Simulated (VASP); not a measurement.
GeH2, 3 atoms in the cell. Symmetry: I4/mmm, No. 139, tetragonal system. The conventional cell has a = 3.521 Å, b = 3.521 Å, c = 4.463 Å, α = 90.00°, β = 90.00°, γ = 90.00°. Ge (site symmetry 4/mmm) has 8 H at 2.08 Å within 2.8 Å. H (site symmetry -4m2) has 4 Ge at 2.08 Å and 6 H at 2.23 to 2.49 Å within 2.8 Å. 

```yaml
Program: VASP 6.6.1
Task: relaxation of cell and atoms
Functional: PBEsol
Potentials_or_basis: VASP PAW PBE potentials, release 64 (Ge_d, H)
Cutoff: 600 eV
k_mesh: 16 × 16 × 16
Occupations: gaussian, width 0.1 eV
Spin: no spin polarisation
Dipole_correction: no
Further_INCAR_settings: ALGO = Normal; EDIFF = 1e-06; IBRION = 2; EDIFFG = -0.01; NSW = 80; ISIF = 3
```

Potentials or basis: VASP PAW PBE potentials, release 64 (Ge_d, H).

Command:

```sh
$ cat potpaw_PBE.64/Ge_d/POTCAR potpaw_PBE.64/H/POTCAR > POTCAR
$ mpirun -np 1 vasp_std > vasp.out
```

Hardware: 1 thread of AMD EPYC 9R45 96-Core Processor (Zen 5), on a shared host.

**Question.** Estimate the wall time of this run.

**Answer.** Run time: 6.7 min on 1 thread of AMD EPYC 9R45 96-Core Processor (Zen 5), with other jobs on the host, peak memory 0.25 GiB. Counts: scf iterations 67, k points 349, ion steps 11.
